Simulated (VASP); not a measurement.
Input of a VASP 6.6.1 run:

File INCAR:

```
PREC     = Accurate       # precision mode
ENCUT    = 520            # plane-wave cutoff, eV
EDIFF    = 1E-6           # SCF threshold, eV
ISMEAR   = 0              # smearing method
SIGMA    = 0.15           # smearing width, eV
LREAL    = False          # projectors in reciprocal space
LASPH    = True           # aspherical terms in the spheres
NELM     = 80             # most SCF steps
ALGO     = Fast           # electronic algorithm
ISIF     = 2              # what is computed and relaxed
LWAVE    = False          # write WAVECAR
LCHARG   = False          # write CHGCAR
GGA      = PE             # functional
NBANDS   = 18             # bands
```

The input KPOINTS:

```
Automatic mesh
0
Gamma
  18 18 18
```

Contents of POSCAR:

```
TiAl3
1.0
   -1.9226734293      1.9226734293      4.3114047961
    1.9226734293     -1.9226734293      4.3114047961
    1.9226734293      1.9226734293     -4.3114047961
Ti Al
1 3
Direct
    0.0075587001      0.0075587001      0.0000000000
    0.4860834223      0.4860834223      0.0000000000
    0.7502534766      0.2502534766      0.5000000000
    0.2502534766      0.7502534766      0.5000000000
```

Potentials or basis: VASP PAW PBE potentials, release 64 (Ti_sv, Al).

Run with:

```sh
$ cat potpaw_PBE.64/Ti_sv/POTCAR potpaw_PBE.64/Al/POTCAR > POTCAR
$ mpirun -np 1 vasp_std > vasp.out
```

Q: Estimate the largest force.

A: 0.464 eV/Å.

Q: Estimate the pressure.

A: 0.2 GPa.

Forces in eV/Å, atoms in the order of the input:
```
Ti   0.000  0.000 -0.440
Al   0.000  0.000  0.464
Al   0.000  0.000 -0.012
Al   0.000  0.000 -0.012
```

Caveat: the cell differs from its parent crystal (atoms displaced along a vibrational mode).
